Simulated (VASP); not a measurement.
Wanted: the native input for a VASP 6.6.1 run.

| Quantity | Value |
| --- | --- |
| Task | single point |
| Functional | PBE |
| Potentials or basis | VASP PAW PBE potentials, release 64 (Ir, Se) |
| Cutoff | 520 eV |
| k mesh | 10 × 10 × 10 |
| Occupations | gaussian, width 0.05 eV |
| Spin | no spin polarisation |
| Dipole correction | no |
| Further INCAR settings | ALGO = Normal; EDIFF = 1e-06; NBANDS = 14 |

The structure of IrSe lies in POSCAR:

```
IrSe
1.0
    0.0000000000      2.7820649878      2.7820649878
    2.7820649878      0.0000000000      2.7820649878
    2.7820649878      2.7820649878      0.0000000000
Ir Se
1 1
Direct
    0.0000000000      0.0000000000      0.0000000000
    0.2500000000      0.2500000000      0.2500000000
```

These files were run (other wordings do the same):

INCAR

```
SYSTEM = IrSe
  ALGO = Normal
  EDIFF = 1E-6
  ENCUT = 520
  GGA = PE
  ISIF = 2
  ISMEAR = 0
  LASPH = .TRUE.
  LCHARG = .FALSE.
  LREAL = .FALSE.
  LWAVE = .FALSE.
  NBANDS = 14
  NELM = 80
  PREC = Accurate
  SIGMA = 0.05
```

KPOINTS

```
k-points
0
G
  10 10 10
  0 0 0
```

Potentials or basis: VASP PAW PBE potentials, release 64 (Ir, Se).

Run with:

```sh
$ cat potpaw_PBE.64/Ir/POTCAR potpaw_PBE.64/Se/POTCAR > POTCAR
$ mpirun -np 1 vasp_std > vasp.out
```

It gave:

- Pressure: 0.3 GPa
- Band gap on the k mesh: zero (an odd number of electrons rules out a gap without spin polarisation)

Caveat: spin-orbit coupling is left out, which moves the levels of the heavy elements.

It took 58 s on 1 thread of Intel Xeon 8259CL, with other jobs on the host, peak memory 0.19 GiB.
